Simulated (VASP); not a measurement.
# Al12Cl in VASP: relaxation of the atoms with PBE

Aim: the relaxation of the atoms of Al12Cl with PBE.

All numbers are computed with VASP 6.6.1; they aren't measurements. Logs are shortened: lines on timing, memory, paths and dates and some standing lists are left out, and cuts for length are marked.

## (1) The cell of the first run

The cell holds a slab with vacuum, 13 atoms: a = 5.714 Å, b = 5.714 Å, c = 20.102 Å, α = 90.00°, β = 90.00°, γ = 120.00°.

## (2) Relaxation of the atoms, PBE

Contents of INCAR:

```
SYSTEM = Al12Cl
PREC     = Accurate       ! precision mode
ENCUT    = 520            ! plane-wave cutoff, eV
EDIFF    = 1E-6           ! SCF threshold, eV
ISMEAR   = 0              ! smearing method
SIGMA    = 0.1            ! smearing width, eV
LREAL    = .FALSE.        ! projectors in reciprocal space
LASPH    = .TRUE.         ! aspherical terms in the spheres
NELM     = 100            ! most SCF steps
ALGO     = Normal         ! electronic algorithm
ISIF     = 2              ! what is computed and relaxed
LWAVE    = .FALSE.        ! write WAVECAR
LCHARG   = .FALSE.        ! write CHGCAR
LDIPOL   = .TRUE.       
IDIPOL   = 3            
DIPOL    = 0.5 0.5 0.331
GGA      = PE             ! functional
IBRION   = 2              ! ionic algorithm
NSW      = 36             ! ionic steps
EDIFFG   = -0.025         ! ionic threshold
KPAR     = 4
```

Contents of KPOINTS:

```
Automatic mesh
0
G
  6 6 1
  0 0 0
```

Contents of POSCAR:

```
Al12Cl
1.0
    5.7143028096      0.0000000000      0.0000000000
   -2.8571514048      4.9487313980      0.0000000000
    0.0000000000      0.0000000000     20.1016424764
Al Cl
12 1
Selective dynamics
Direct
    0.3333333333      0.1666666667      0.1989887147  F F F
    0.3333333333      0.6666666667      0.1989887147  F F F
    0.8333333333      0.1666666667      0.1989887147  F F F
    0.8333333333      0.6666666667      0.1989887147  F F F
    0.1666666667      0.3333333333      0.3134533099  F F F
    0.1666666667      0.8333333333      0.3134533099  F F F
    0.6666666667      0.3333333333      0.3134533099  F F F
    0.6666666667      0.8333333333      0.3134533099  F F F
    0.0000000000      0.0000000000      0.4279074452  F F F
    0.0000000000      0.5000000000      0.4279074452  F F F
    0.5000000000      0.0000000000      0.4279074452  F F F
    0.5000000000      0.5000000000      0.4279074452  F F F
    0.0833333333      0.1666666667      0.5374922293  F F T
```

Potentials or basis: VASP PAW PBE potentials, release 64 (Al, Cl).

The run is started by

```console
> cat potpaw_PBE.64/Al/POTCAR potpaw_PBE.64/Cl/POTCAR > POTCAR
> mpirun -np 4 vasp_std > vasp.out
```

OUTCAR:

```text
SYSTEM = Al12Cl
   PREC = Accurate
   ENCUT = 520
   EDIFF = 1E-6
   ISMEAR = 0
   LREAL = .FALSE.
   LASPH = .TRUE.
   NELM = 100
   ISIF = 2
   GGA = PE
   IBRION = 2
   NSW = 36
   EDIFFG = -0.025

 ion  position               nearest neighbor table
   1  0.333  0.167  0.199-   5 2.83   6 2.83   7 2.83   4 2.86   2 2.86   2 2.86   4 2.86   3 2.86
                             3 2.86
   2  0.333  0.667  0.199-   6 2.83   5 2.83   8 2.83   3 2.86   1 2.86   1 2.86   3 2.86   4 2.86
                             4 2.86
   3  0.833  0.167  0.199-   7 2.83   8 2.83   5 2.83   4 2.86   2 2.86   4 2.86   2 2.86   1 2.86
                             1 2.86
   4  0.833  0.667  0.199-   8 2.83   7 2.83   6 2.83   3 2.86   1 2.86   3 2.86   1 2.86   2 2.86
                             2 2.86
   5  0.167  0.333  0.313-   9 2.83  12 2.83  10 2.83   1 2.83   2 2.83   3 2.83   8 2.86   6 2.86
                             6 2.86   8 2.86   7 2.86   7 2.86
   6  0.167  0.833  0.313-  10 2.83  11 2.83   9 2.83   2 2.83   1 2.83   4 2.83   7 2.86   5 2.86
                             5 2.86   7 2.86   8 2.86   8 2.86
   7  0.667  0.333  0.313-  11 2.83  10 2.83  12 2.83   3 2.83   4 2.83   1 2.83   8 2.86   6 2.86
                             8 2.86   6 2.86   5 2.86   5 2.86
   8  0.667  0.833  0.313-  12 2.83   9 2.83  11 2.83   4 2.83   3 2.83   2 2.83   7 2.86   5 2.86
                             7 2.86   5 2.86   6 2.86   6 2.86
   9  0.000  0.000  0.428-  13 2.35   5 2.83   8 2.83   6 2.83  12 2.86  10 2.86  10 2.86  12 2.86
                            11 2.86  11 2.86
  10  0.000  0.500  0.428-   6 2.83   7 2.83   5 2.83   9 2.86  11 2.86   9 2.86  11 2.86  12 2.86
                            12 2.86
  11  0.500  0.000  0.428-   7 2.83   6 2.83   8 2.83  10 2.86  12 2.86  12 2.86  10 2.86   9 2.86
                             9 2.86
  12  0.500  0.500  0.428-   8 2.83   5 2.83   7 2.83   9 2.86  11 2.86  11 2.86   9 2.86  10 2.86
                            10 2.86
  13  0.083  0.167  0.537-   9 2.35

  LATTYP: Found a hexagonal cell.
 ALAT       =     5.7143028096
 C/A-ratio  =     3.5177769093

  Lattice vectors:

 A1 = (   5.7143028096,   0.0000000000,   0.0000000000)
 A2 = (  -2.8571514048,   4.9487313980,   0.0000000000)
 A3 = (   0.0000000000,   0.0000000000,  20.1016424764)

Analysis of symmetry for initial positions (statically):
=====================================================================
 Subroutine PRICEL returns:
 Original cell was already a primitive cell.

 Routine SETGRP: Setting up the symmetry group for a
 hexagonal supercell.

 Subroutine GETGRP returns: Found  2 space group operations
 (whereof  2 operations were pure point group operations)
 out of a pool of 24 trial point group operations.

The static configuration has the point symmetry C_1h.

Analysis of symmetry for dynamics (positions and initial velocities):
=====================================================================
 Subroutine PRICEL returns:
 Original cell was already a primitive cell.

 Routine SETGRP: Setting up the symmetry group for a
 hexagonal supercell.

 Subroutine GETGRP returns: Found  2 space group operations
 (whereof  2 operations were pure point group operations)
 out of a pool of 24 trial point group operations.

The dynamic configuration has the point symmetry C_1h.

Analysis of constrained symmetry for selective dynamics:
=====================================================================
 Subroutine PRICEL returns:
 Original cell was already a primitive cell.

 Routine SETGRP: Setting up the symmetry group for a
 hexagonal supercell.

 Subroutine GETGRP returns: Found  2 space group operations
 (whereof  2 operations were pure point group operations)
 out of a pool of 24 trial point group operations.

The constrained configuration has the point symmetry C_1h.

 Subroutine INISYM returns: Found  2 space group operations
 (whereof  2 operations are pure point group operations),
 and found     1 'primitive' translations

----------------------------------------------------------------------------------------

                                     Primitive cell

  volume of cell :     568.4453

  direct lattice vectors                    reciprocal lattice vectors
     5.714302810  0.000000000  0.000000000     0.174999476  0.101035995  0.000000000
    -2.857151405  4.948731398  0.000000000     0.000000000  0.202071990  0.000000000
     0.000000000  0.000000000 20.101642476     0.000000000  0.000000000  0.049747179
[... 58 lines left out ...]

 Found     13 irreducible k-points:

 Following reciprocal coordinates:
            Coordinates               Weight
  0.000000  0.000000  0.000000      1.000000
  0.166667  0.000000  0.000000      4.000000
  0.000000  0.166667  0.000000      2.000000
  0.333333  0.000000  0.000000      4.000000
  0.000000  0.333333  0.000000      2.000000
  0.500000  0.000000  0.000000      2.000000
  0.000000  0.500000  0.000000      1.000000
  0.166667  0.166667  0.000000      4.000000
 -0.333333  0.166667  0.000000      2.000000
  0.333333  0.166667  0.000000      4.000000
 -0.166667  0.500000  0.000000      4.000000
  0.500000  0.333333  0.000000      4.000000
  0.333333  0.333333  0.000000      2.000000
   k-points           NKPTS =     13   k-points in BZ     NKDIM =     13   number of bands    NBANDS=     28
   number of dos      NEDOS =    301   number of ions     NIONS =     13
   total plane-waves  NPLWV = 264600
   dimension x,y,z NGX =    42 NGY =   42 NGZ =  150
   dimension x,y,z NGXF=    84 NGYF=   84 NGZF=  300
   ions per type =              12   1
   NGX,Y,Z   is equivalent  to a cutoff of  12.22, 12.22, 12.41 a.u.
   NGXF,Y,Z  is equivalent  to a cutoff of  24.44, 24.44, 24.81 a.u.
 SYSTEM =  Al12Cl
   PREC   = accura    normal or accurate (medium, high low for compatibility)
   ISTART =      0    job   : 0-new  1-cont  2-samecut
   ICHARG =      2    charge: 1-file 2-atom 10-const
   ISPIN  =      1    spin polarized calculation?
   LNONCOLLINEAR =      F non collinear calculations
   LSORBIT =      F    spin-orbit coupling
   LASPH  =      T    aspherical Exc in radial PAW
   ENCUT  =  520.0 eV  38.22 Ry    6.18 a.u.  10.62 10.62 37.38*2*pi/ulx,y,z
   NELM   =    100;   NELMIN=  2; NELMDL= -5     # of ELM steps
   EDIFF  = 0.1E-05   stopping-criterion for ELM
   LREAL  =      F    real-space projection
   EDIFFG = -.3E-01   stopping-criterion for IOM
   NSW    =     36    number of steps for IOM
   IBRION =      2    ionic relax: 0-MD 1-quasi-New 2-CG
   NFREE  =      1    steps in history (QN), initial steepest desc. (CG)
   ISIF   =      2    stress and relaxation
   ISYM   =      2    0-nonsym 1-usesym 2-fastsym
   POTIM  = 0.5000    time-step for ionic-motion
   TEBEG  =    0.0;   TEEND  =   0.0 temperature during run
   PSTRESS=    0.0 pullay stress
   NELECT =      43.0000    total number of electrons
   NUPDOWN=      -1.0000    fix difference up-down
   EMIN   =  10.00;   EMAX   =-10.00  energy-range for DOS
   EFERMI =   0.00;   METHOD = LEGACY
   ISMEAR =     0;   SIGMA  =   0.10  broadening in eV -4-tet -1-fermi 0-gaus
   EFERMI_NEDOS =   21; number of points for ismear=-14 and -15
   IALGO  =     38    algorithm
   IMIX   =      4    mixing-type and parameters
     AMIX     =   0.40;   BMIX     =  1.00
     AMIX_MAG =   1.60;   BMIX_MAG =  1.00
  volume/ion in A,a.u.               =      43.73       295.08
  Fermi-wavevector in a.u.,A,eV,Ry     =   0.692364  1.308379  6.522205  0.479369
  Thomas-Fermi vector in A             =   1.774276
   LORBIT       =      0    0 simple, 1 ext, 2 COOP (PROOUT), +10 PAW based schemes
   GGA     = PE    functional components
   LHFCALC =     F    Hartree Fock is set to
   AEXX    =    0.0000 exact exchange contribution
   IVDW    =     0    specifies the selected vdW correction
   LEPSILON=     F    determine dielectric tensor
   LRPA    =     F    only Hartree local field effects (RPA)
 conjugate gradient relaxation of ions
 non-spin polarized calculation
 Gauss-broadening in eV      SIGMA  =   0.10
  energy-cutoff  :      520.00
  volume of cell :      568.45
 maximum number of plane-waves:     15351
   NGX = 21   NGY = 21   NGZ = 75

 dipolmoment           0.000000      0.000000     -0.094043 electrons x Angstroem

--------------------------------------- Ionic step        1  -------------------------------------------

 number of electron      43.0000001 magnetization

 Free energy of the ion-electron system (eV)
  ---------------------------------------------------
  ext. energy  EPLUGINS =         0.00000000
  ---------------------------------------------------
  free energy    TOTEN  =       -45.64216442 eV

  energy without entropy =      -45.60293051  energy(sigma->0) =      -45.62254747

------------------------ aborting loop because EDIFF is reached ----------------------------------------

  FORCE on cell =-STRESS in cart. coord.  units (eV):
  Direction    XX          YY          ZZ          XY          YZ          ZX
  --------------------------------------------------------------------------------------
  -------------------------------------------------------------------------------------
  Total       -2.6365040     -3.0421368      0.1822397      0.0000000     -0.5703147      0.0000000
  in kB       -7.4310528     -8.5743389      0.5136472      0.0000000     -1.6074462      0.0000000
  external PRESSURE =      -5.1639148 kB  Pullay stress =       0.0000000 kB
[... 128 lines left out ...]
--------------------------------------- Ionic step        4  -------------------------------------------

 number of electron      43.0000002 magnetization

 dipolmoment           0.000000      0.000000      0.172489 electrons x Angstroem

 Free energy of the ion-electron system (eV)
  ---------------------------------------------------
  ext. energy  EPLUGINS =         0.00000000
  ---------------------------------------------------
  free energy    TOTEN  =       -45.64690780 eV

  energy without entropy =      -45.60765965  energy(sigma->0) =      -45.62728373

 E-fermi :   0.2605     XC(G=0):  -4.7737

 val. band max:        0.2519456362   @ k =  -0.1667   0.5000   0.0000
 cond. band min:       0.2748573902   @ k =   0.5000   0.3333   0.0000
 fundamental gap:      0.0229117539
 Fermi energy:         0.2604719070

 k-point     1 :       0.0000    0.0000    0.0000
  band No.  band energies     occupation
      1     -15.2848      2.00000
      2     -10.3724      2.00000
      3      -8.6684      2.00000
      4      -6.0943      2.00000
      5      -4.7774      2.00000
      6      -4.6108      2.00000
[... 392 lines left out ...]
     27       2.5535      0.00000
     28       2.8542      0.00000

------------------------ aborting loop because EDIFF is reached ----------------------------------------

 vacuum level on the upper side and lower side of the slab       (xc-potential included)         0.324        -0.765

  FORCE on cell =-STRESS in cart. coord.  units (eV):
  Direction    XX          YY          ZZ          XY          YZ          ZX
  --------------------------------------------------------------------------------------
  -------------------------------------------------------------------------------------
  Total       -2.5127925     -2.8821161      0.6739747      0.0000000     -0.5098421      0.0000000
  in kB       -7.0823688     -8.1233164      1.8996147      0.0000000     -1.4370028      0.0000000
  external PRESSURE =      -4.4353568 kB  Pullay stress =       0.0000000 kB
[... 28 lines left out ...]
  FREE ENERGIE OF THE ION-ELECTRON SYSTEM (eV)
  ---------------------------------------------------
  free  energy   TOTEN  =       -45.6469078018 eV

  energy  without entropy=      -45.6076596508  energy(sigma->0) =      -45.62728373

 reached required accuracy - stopping structural energy minimisation

 vacuum level on the upper side and lower side of the slab         5.124         3.997
```

It took 5.5 min on 4 MPI ranks of AMD EPYC 7R13 (Zen 3), shared host; peak memory 0.72 GiB.

What came out:

```
Free energy               : -45.6469 eV
Energy gained by relaxing : 0.4 meV/atom
Ionic steps               : 4
Band gap on the k mesh    : zero (an odd number of electrons rules out a gap without spin polarisation)
```

The path:
```csv
step,energy change (eV),largest force on free atoms (eV/Å),pressure (GPa)
1,0.0000,0.2453,-0.52
2,-0.0025,0.1727,-0.49
3,-0.0046,0.0470,-0.43
4,-0.0047,0.0004,-0.44
```

Final structure:
```yaml
crystal:
  lattice:
    - [5.71430, 0.00000, 0.00000]
    - [-2.85715, 4.94873, 0.00000]
    - [0.00000, 0.00000, 20.10164]
  atoms:
    - { symbol: Al, position: [0.33333, 0.16667, 0.19899] }
    - { symbol: Al, position: [0.33333, 0.66667, 0.19899] }
    - { symbol: Al, position: [0.83333, 0.16667, 0.19899] }
    - { symbol: Al, position: [0.83333, 0.66667, 0.19899] }
    - { symbol: Al, position: [0.16667, 0.33333, 0.31345] }
    - { symbol: Al, position: [0.16667, 0.83333, 0.31345] }
    - { symbol: Al, position: [0.66667, 0.33333, 0.31345] }
    - { symbol: Al, position: [0.66667, 0.83333, 0.31345] }
    - { symbol: Al, position: [0.00000, 0.00000, 0.42791] }
    - { symbol: Al, position: [0.00000, 0.50000, 0.42791] }
    - { symbol: Al, position: [0.50000, 0.00000, 0.42791] }
    - { symbol: Al, position: [0.50000, 0.50000, 0.42791] }
    - { symbol: Cl, position: [0.08333, 0.16667, 0.53562] }
```

Caveat: an odd number of electrons without spin polarisation forces a metal; a magnetic or distorted state may lie lower.

The gap in the log of VASP goes by the Fermi energy; the results here count the filled bands.